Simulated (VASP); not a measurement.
Set up this calculation in VASP 6.6.1, as the native input.

```yaml
Task: relaxation of cell and atoms
Functional: PBE
Potentials_or_basis: VASP PAW PBE potentials, release 64 (Zr_sv, Si, F)
Cutoff: 600 eV
k_mesh: 6 × 6 × 4
Occupations: gaussian, width 0.1 eV
Spin: no spin polarisation
Dipole_correction: no
Further_INCAR_settings: ALGO = Normal; EDIFF = 1e-06; IBRION = 2; EDIFFG = -0.04; NSW = 90; ISIF = 3
```

The structure of Zr3Si2F lies in POSCAR:

```
Zr3Si2F
1.0
    5.0239201000      0.0000000000      0.0000000000
   -2.5119600500      4.3508424300      0.0000000000
    0.0000000000      0.0000000000      4.6443380300
Zr Si F
3 2 1
Direct
    0.5000000000      0.0000000000      0.5000000000
    0.0000000000      0.5000000000      0.5000000000
    0.5000000000      0.5000000000      0.5000000000
    0.0000000000      0.0000000000      0.7954001700
    0.0000000000      0.0000000000      0.2045998300
    0.0000000000      0.0000000000      0.5000000000
```

The cell was built from a structure type or drawn by symmetry, and may not be a known phase.

One way to write it, as run:

INCAR

```
PREC = Accurate ; ENCUT = 600
EDIFF = 1E-6 ; ISMEAR = 0
SIGMA = 0.1 ; LREAL = F
LASPH = T ; NELM = 80
ALGO = Normal ; ISIF = 3
LWAVE = F ; LCHARG = F
GGA = PE ; IBRION = 2
NSW = 90 ; EDIFFG = -0.04
```

KPOINTS

```
regular mesh
0
Gamma
  6 6 4
```

Potentials or basis: VASP PAW PBE potentials, release 64 (Zr_sv, Si, F).

The run is started by

```console
$ cat potpaw_PBE.64/Zr_sv/POTCAR potpaw_PBE.64/Si/POTCAR potpaw_PBE.64/F/POTCAR > POTCAR
$ mpirun -np 1 vasp_std > vasp.out
```

It gave:

```yaml
Relaxed_volume: 26.87 Å³/atom
Relaxed_cell: a = 5.478 Å, b = 5.478 Å, c = 6.204 Å, α = 90.00°, β = 90.00°, γ = 120.00°
Space_group_after_relaxing_to_0.1_Å: P6/mmm (No. 191)
Pressure_after_relaxing: 0.0 GPa
Largest_force_after_relaxing: 0.035 eV/Å
Band_gap_on_the_k_mesh: zero (an odd number of electrons rules out a gap without spin polarisation)
```

Caveat: the volume moved by over 15 % at a fixed basis, so the end points are rough; an odd number of electrons without spin polarisation forces a metal; a magnetic or distorted state may lie lower.

It took 16 min on 1 thread of Intel(R) Xeon(R) 6975P-C (Granite Rapids), on a shared host, peak memory 0.3 GiB.
